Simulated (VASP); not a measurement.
# Si (a cell with a defect) in VASP: further runs, part 3 of 3

VASP 6.6.1. Earlier steps stand in the parts before.

### 5 Single point, PBE+D3(BJ), collinear spin

The input, INCAR:

```
SYSTEM = Si
PREC     = Accurate       ! precision mode
ENCUT    = 520            ! plane-wave cutoff, eV
EDIFF    = 1E-6           ! SCF threshold, eV
ISMEAR   = 0              ! smearing method
SIGMA    = 0.02           ! smearing width, eV
LREAL    = Auto         
LASPH    = .True.         ! aspherical terms in the spheres
NELM     = 150            ! most SCF steps
ALGO     = Normal         ! electronic algorithm
ISIF     = 2              ! what is computed and relaxed
LWAVE    = .False.        ! write WAVECAR
LCHARG   = .True.         ! write CHGCAR
ISPIN    = 2              ! spin polarisation
MAGMOM   = 0 0 0 0 0 0 0 0 0 0 0 0.13 0 0 0 0 0 0 0 0 0 0 0 0 0 0 0 0 0 0 0 0 0 0 0.11 0 0 0 0 0 0 0 0 0 0 0 0 0 0 0 0 0 0 0 0 0 0 0 0 0 0 0 0 ! initial moments
LORBIT   = 11             ! projections on sites
GGA      = PE             ! functional
IVDW     = 12             ! dispersion correction
LELF     = .True.         ! ELF
LVHAR    = .True.       
NELECT   = 251.0        
NBANDS   = 167            ! bands
LUSENCCL = .False.
```

The input, KPOINTS:

```
Automatic mesh
0
Gamma
  1 1 1
  0 0 0
```

The input, POSCAR:

```
Si
1.0
   10.8600000000      0.0000000000      0.0000000000
    0.0000000000     10.8600000000      0.0000000000
    0.0000000000      0.0000000000     10.8600000000
Si
63
Direct
    0.4927821363     -0.0032899632      0.0032899632
    0.6218709945      0.1215973297      0.1263055249
    0.7482344383      0.2494401473     -0.0007808471
    0.8761097606      0.3738902394      0.1260694291
    0.7494465009     -0.0010561694      0.2497991713
    0.8744935543      0.1244307551      0.3745554328
   -0.0017325046      0.0004558011     -0.0004558011
    0.1265909761      0.1234090239      0.1225406998
    0.2495441989      0.2517325046     -0.0004558011
    0.3752149171      0.3749259669      0.1252149171
    0.4997991713      0.5005534991      0.0010561694
    0.6243347145      0.6256652855      0.1257876611
    0.7494465009      0.7502008287      0.0010561694
    0.8750740331      0.8747850829      0.1252149171
    0.2532899632     -0.0032899632      0.2427821363
    0.3763055249      0.1215973297      0.3718709945
    0.5001938306      0.2502069982      0.2501938306
    0.6254581952      0.3750444751      0.3754581952
    0.7499129834      0.5000870166      0.2504288214
    0.8749555249      0.6245418048      0.3754581952
    0.4997991713     -0.0010561694      0.4994465009
    0.6245554328      0.1244307551      0.6244935543
    0.7500464088      0.2501637201      0.5000464088
    0.8753261510      0.3746738490      0.6253261510
    0.7482344383      0.0007808471      0.7505598527
    0.8737155617      0.1251744936      0.8748255064
    0.0005598527      0.5017655617     -0.0007808471
    0.1284026703      0.6281290055      0.1263055249
    0.2532899632      0.7572178637      0.0032899632
    0.4967848987      0.7532151013      0.2467848987
    0.0013117864      0.2486882136      0.2511010129
    0.1255692449      0.3755064457      0.3745554328
    0.2510561694      0.5005534991      0.2497991713
    0.3757876611      0.6256652855      0.3743347145
    0.6243347145      0.8742123389      0.3743347145
    0.0005598527      0.0007808471      0.4982344383
    0.1248255064      0.1251744936      0.6237155617
    0.2492191529      0.2494401473      0.4982344383
    0.3760694291      0.3738902394      0.6261097606
    0.5004288214      0.5000870166      0.4999129834
    0.6254581952      0.6245418048      0.6249555249
    0.7499129834      0.7495711786      0.4999129834
    0.8761097606      0.8739305709      0.6261097606
    0.2495441989      0.0004558011      0.7482674954
    0.3725406998      0.1234090239      0.8765909761
    0.5011010129      0.2486882136      0.7513117864
    0.6245554328      0.3755064457      0.8755692449
    0.7500464088      0.4999535912      0.7498362799
    0.8744935543      0.6254445672      0.8755692449
   -0.0002069982      0.7498061694      0.2501938306
    0.1284026703      0.8736944751      0.3718709945
   -0.0001637201      0.4999535912      0.5000464088
    0.1255692449      0.6254445672      0.6244935543
    0.2510561694      0.7502008287      0.4994465009
    0.3752149171      0.8747850829      0.6250740331
   -0.0001547882      0.2501547882      0.7498452118
    0.1248255064      0.3762844383      0.8748255064
    0.2492191529      0.5017655617      0.7505598527
    0.3763055249      0.6281290055      0.8784026703
    0.5001938306      0.7498061694      0.7497930018
    0.6218709945      0.8736944751      0.8784026703
    0.0013117864      0.7488989871      0.7513117864
    0.1265909761      0.8774593002      0.8765909761
```

Potentials or basis: VASP PAW PBE potentials, release 64 (Si).

Launch:

```sh
$ cat potpaw_PBE.64/Si/POTCAR > POTCAR
$ mpirun -np 1 vasp_gam > vasp.out
```

OUTCAR:

```text
SYSTEM = Si
   PREC = Accurate
   ENCUT = 520
   EDIFF = 1E-6
   ISMEAR = 0
   LREAL = Auto
   LASPH = .True.
   NELM = 150
   ISIF = 2
   ISPIN = 2
   LORBIT = 11
   GGA = PE
   IVDW = 12
   NELECT = 251.0
 IVDW          = 12

 ion  position               nearest neighbor table
   1  0.493  0.997  0.003-  45 2.34   2 2.36  61 2.36
   2  0.622  0.122  0.126-   5 2.34  17 2.35   1 2.36   3 2.39
   3  0.748  0.249  0.999-  47 2.34  26 2.35   4 2.38   2 2.39
   4  0.876  0.374  0.126-  31 2.35  19 2.36  27 2.38   3 2.38
   5  0.749  0.999  0.250-   2 2.34  14 2.35  35 2.35   6 2.35
   6  0.874  0.124  0.375-  36 2.34  31 2.35   5 2.35  23 2.36
   7  0.998  0.000  1.000-  26 2.34   8 2.35  63 2.35  14 2.35
   8  0.127  0.123  0.123-  15 2.34   9 2.35   7 2.35  31 2.38
   9  0.250  0.252  1.000-  57 2.34  45 2.35   8 2.35  10 2.35
  10  0.375  0.375  0.125-  11 2.35  33 2.35   9 2.35  17 2.35
  11  0.500  0.501  0.001-  59 2.34  10 2.35  12 2.35  47 2.35
  12  0.624  0.626  0.126-  11 2.35  13 2.35  19 2.36  30 2.36
  13  0.749  0.750  0.001-  61 2.34  14 2.35  12 2.35  49 2.35
  14  0.875  0.875  0.125-   5 2.35  13 2.35   7 2.35  50 2.35
  15  0.253  0.997  0.243-   8 2.34  16 2.36  51 2.36
  16  0.376  0.122  0.372-  21 2.34  17 2.35  15 2.36  38 2.39
  17  0.500  0.250  0.250-   2 2.35  16 2.35  10 2.35  18 2.35
[... 44 lines left out ...]
  62  0.001  0.749  0.751-  49 2.35  53 2.35  43 2.35  63 2.38
  63  0.127  0.877  0.877-  29 2.34   7 2.35  44 2.35  62 2.38

  LATTYP: Found a simple cubic cell.
 ALAT       =    10.8600000000

  Lattice vectors:

 A1 = (  10.8600000000,   0.0000000000,   0.0000000000)
 A2 = (   0.0000000000,  10.8600000000,   0.0000000000)
 A3 = (   0.0000000000,   0.0000000000,  10.8600000000)

Analysis of symmetry for initial positions (statically):
=====================================================================
 Subroutine PRICEL returns:
 Original cell was already a primitive cell.

 Routine SETGRP: Setting up the symmetry group for a
 simple cubic supercell.

 Subroutine GETGRP returns: Found  6 space group operations
 (whereof  2 operations were pure point group operations)
 out of a pool of 48 trial point group operations.

The static configuration has the point symmetry C_1h.
 The point group associated with its full space group is C_3v.

Analysis of symmetry for dynamics (positions and initial velocities):
=====================================================================
 Subroutine PRICEL returns:
 Original cell was already a primitive cell.

 Routine SETGRP: Setting up the symmetry group for a
 simple cubic supercell.

 Subroutine GETGRP returns: Found  6 space group operations
 (whereof  2 operations were pure point group operations)
 out of a pool of 48 trial point group operations.

The dynamic configuration has the point symmetry C_1h.
 The point group associated with its full space group is C_3v.

Analysis of structural, dynamic, and magnetic symmetry:
=====================================================================
 Subroutine PRICEL returns:
 Original cell was already a primitive cell.

 Routine SETGRP: Setting up the symmetry group for a
 simple cubic supercell.

 Subroutine GETGRP returns: Found  1 space group operations
 (whereof  1 operations were pure point group operations)
 out of a pool of 48 trial point group operations.

The overall configuration has the point symmetry C_1 .

 Subroutine INISYM returns: Found  1 space group operations
 (whereof  1 operations are pure point group operations),
[... 210 lines left out ...]
   EFERMI_NEDOS =   21; number of points for ismear=-14 and -15
   IALGO  =     38    algorithm
   IMIX   =      4    mixing-type and parameters
     AMIX     =   0.40;   BMIX     =  1.00
     AMIX_MAG =   1.60;   BMIX_MAG =  1.00
  volume/ion in A,a.u.               =      20.33       137.20
  Fermi-wavevector in a.u.,A,eV,Ry     =   0.950903  1.796946 12.302614  0.904217
  Thomas-Fermi vector in A             =   2.079323
   LORBIT       =     11    0 simple, 1 ext, 2 COOP (PROOUT), +10 PAW based schemes
   GGA     = PE    functional components
   LHFCALC =     F    Hartree Fock is set to
   AEXX    =    0.0000 exact exchange contribution
   IVDW    =    12    specifies the selected vdW correction
   LEPSILON=     F    determine dielectric tensor
   LRPA    =     F    only Hartree local field effects (RPA)
 spin polarized calculation
 Gauss-broadening in eV      SIGMA  =   0.02
  energy-cutoff  :      520.00
  volume of cell :     1280.82
 maximum number of plane-waves:     17229
 NGX is ok and might be reduce to    84
   NGX = 41   NGY = 41   NGZ = 41

 number of electron     250.9999986 magnetization       1.0000760

 Free energy of the ion-electron system (eV)
  ---------------------------------------------------
  ext. energy  EPLUGINS =         0.00000000
  ---------------------------------------------------
  free energy    TOTEN  =      -338.24286710 eV

  energy without entropy =     -338.24285593  energy(sigma->0) =     -338.24286151

 E-fermi :   6.2189     XC(G=0):  -9.3182

 val. band max:        6.1662280177   @ k =   0.0000   0.0000   0.0000
 cond. band min:       6.2740182526   @ k =   0.0000   0.0000   0.0000
 fundamental gap:      0.1077902349
 Fermi energy:         6.2189117602

 spin component 1

 k-point     1 :       0.0000    0.0000    0.0000
  band No.  band energies     occupation
      1      -6.2046      1.00000
      2      -5.1545      1.00000
      3      -5.1545      1.00000
      4      -5.1489      1.00000
      5      -5.1459      1.00000
      6      -5.1459      1.00000
[... 129 lines left out ...]
    136       6.8777      0.00000
    137       6.9127      0.00000
 Fermi energy:         6.2189117602

 spin component 2

 k-point     1 :       0.0000    0.0000    0.0000
  band No.  band energies     occupation
      1      -6.1943      1.00000
      2      -5.1483      1.00000
      3      -5.1483      1.00000
      4      -5.1373      1.00000
      5      -5.1373      1.00000
      6      -5.1294      1.00000
[... 129 lines left out ...]
    136       6.8869      0.00000
    137       6.9301      0.00000
 [bands above 137 left out]

------------------------ aborting loop because EDIFF is reached ----------------------------------------

 Edisp (eV)  -19.96516

 E6    (eV) :   -11.6882

 E8    (eV) :    -8.2769

  FORCE on cell =-STRESS in cart. coord.  units (eV):
  Direction    XX          YY          ZZ          XY          YZ          ZX
  --------------------------------------------------------------------------------------
  -------------------------------------------------------------------------------------
  Total     -13.11818   -13.11818   -13.11819    -2.84837    -2.84836     2.84835
  in kB     -16.40948   -16.40948   -16.40949    -3.56302    -3.56300     3.56299
  external pressure =      -16.41 kB  Pullay stress =        0.00 kB

 VOLUME and BASIS-vectors are now :
 -----------------------------------------------------------------------------
  energy-cutoff  :      520.00
  volume of cell :     1280.82
      direct lattice vectors                 reciprocal lattice vectors
    10.860000000  0.000000000  0.000000000     0.092081031  0.000000000  0.000000000
     0.000000000 10.860000000  0.000000000     0.000000000  0.092081031  0.000000000
     0.000000000  0.000000000 10.860000000     0.000000000  0.000000000  0.092081031

 POSITION                                       TOTAL-FORCE (eV/Angst)
 -----------------------------------------------------------------------------------
      5.35161     10.82427      0.03573         0.000660      0.003454     -0.003454
      6.75352      1.32055      1.37168         0.000446      0.003077      0.001006
      8.12583      2.70892     10.85152         0.002863     -0.002568      0.002765
      9.51455      4.06045      1.36911        -0.000532      0.000532     -0.003163
      8.13899     10.84853      2.71282         0.001461     -0.001660      0.000385
      9.49700      1.35132      4.06767        -0.001843      0.001504     -0.003822
[... 55 lines left out ...]
      0.01425      8.13304      8.15925        -0.000182     -0.006770     -0.000181
      1.37478      9.52921      9.51978         0.002624     -0.002043      0.002625
 -----------------------------------------------------------------------------------
    total drift:                               -0.008830      0.008827     -0.008823

  FREE ENERGIE OF THE ION-ELECTRON SYSTEM (eV)
  ---------------------------------------------------
  free  energy   TOTEN  =      -358.2080223754 eV

  energy  without entropy=     -358.2080112137  energy(sigma->0) =     -358.20801679

 total charge

# of ion       s       p       d       tot
------------------------------------------
    1        0.783   0.841   0.000   1.623
    2        0.742   0.938   0.000   1.680
    3        0.745   0.936   0.000   1.680
    4        0.748   0.933   0.000   1.680
    5        0.738   0.959   0.000   1.698
    6        0.738   0.957   0.000   1.695
[... 55 lines left out ...]
   62        0.744   0.942   0.000   1.686
   63        0.741   0.949   0.000   1.690
--------------------------------------------------
tot         46.828  59.419   0.000 106.247

 magnetization (x)

# of ion       s       p       d       tot
------------------------------------------
    1        0.005   0.014   0.000   0.019
    2       -0.000  -0.000   0.000  -0.000
    3        0.000   0.000   0.000   0.001
    4       -0.000   0.006   0.000   0.006
    5       -0.000   0.000   0.000   0.000
    6       -0.000   0.001   0.000   0.000
[... 55 lines left out ...]
   62        0.001   0.005   0.000   0.006
   63        0.001   0.011   0.000   0.012
--------------------------------------------------
tot          0.071   0.306   0.000   0.377
```

It took 2.6 min on 1 × NVIDIA H100 80GB with 1 thread of AMD EPYC 7R13 (Zen 3), shared host; peak memory 1.9 GiB.

What came out:

| Quantity | Value |
| --- | --- |
| Free energy | -358.2080 eV |
| Largest force | 0.017 eV/Å |
| Net moment | 1.00 μB per cell |
| Site moments | Si +0.02, -0.00, +0.00, +0.01, +0.17 (each value once) μB |
| Valence electrons inside the program's atomic spheres | Si 1.62, 1.68, 1.70, 1.69, 1.65 (each value once) |
| Dispersion energy per atom | -0.317 eV |

Forces in eV/Å, atoms in the order of the input:
```
Si   0.001  0.003 -0.003
Si   0.000  0.003  0.001
Si   0.003 -0.003  0.003
Si  -0.001  0.001 -0.003
Si   0.001 -0.002  0.000
Si  -0.002  0.002 -0.004
Si   0.007  0.001 -0.001
Si   0.003 -0.003  0.002
Si  -0.001 -0.007 -0.001
Si  -0.002  0.000 -0.002
Si   0.000 -0.001  0.002
Si  -0.006  0.006  0.004
Si   0.001  0.000  0.002
Si   0.000  0.002 -0.002
Si  -0.003  0.003  0.001
Si   0.001  0.003  0.000
Si   0.004  0.002  0.004
Si  -0.008  0.003 -0.008
Si   0.001 -0.001  0.004
Si  -0.003  0.008 -0.008
Si   0.000 -0.002  0.001
Si  -0.004  0.002 -0.002
Si   0.003  0.008  0.003
Si  -0.002  0.002 -0.002
Si   0.003 -0.003  0.003
Si  -0.001  0.001 -0.001
Si   0.003 -0.003  0.003
Si  -0.003  0.000  0.001
Si  -0.003 -0.001 -0.003
Si   0.010 -0.010  0.010
Si   0.000  0.000  0.007
Si  -0.002  0.002 -0.004
Si   0.002 -0.001  0.000
Si   0.004  0.006 -0.006
Si  -0.006 -0.004 -0.006
Si   0.003 -0.003  0.003
Si  -0.001  0.001 -0.001
Si   0.003 -0.003  0.003
Si  -0.003  0.001 -0.001
Si   0.004 -0.001  0.001
Si  -0.008  0.008 -0.003
Si   0.001 -0.004  0.001
Si  -0.001  0.003 -0.001
Si  -0.001  0.001  0.007
Si   0.002 -0.003  0.003
Si   0.007  0.000  0.000
Si  -0.004  0.002 -0.002
Si   0.003 -0.003 -0.008
Si  -0.002  0.004 -0.002
Si  -0.002 -0.004  0.004
Si  -0.003 -0.001  0.000
Si  -0.008 -0.003  0.003
Si  -0.002  0.004 -0.002
Si   0.002  0.000  0.001
Si  -0.002  0.002  0.000
Si   0.001 -0.001  0.001
Si  -0.001  0.001 -0.001
Si   0.003 -0.003  0.003
Si   0.001  0.000 -0.003
Si   0.004 -0.004 -0.002
Si   0.000 -0.001 -0.003
Si   0.000 -0.007  0.000
Si   0.003 -0.002  0.003
```

Caveat: the k points lie up to 0.58 Å⁻¹ apart; the cell carries a net charge on a neutralising background, which shifts energy and pressure; the cell is charged against a uniform background, so pressure and absolute levels hang on convention.
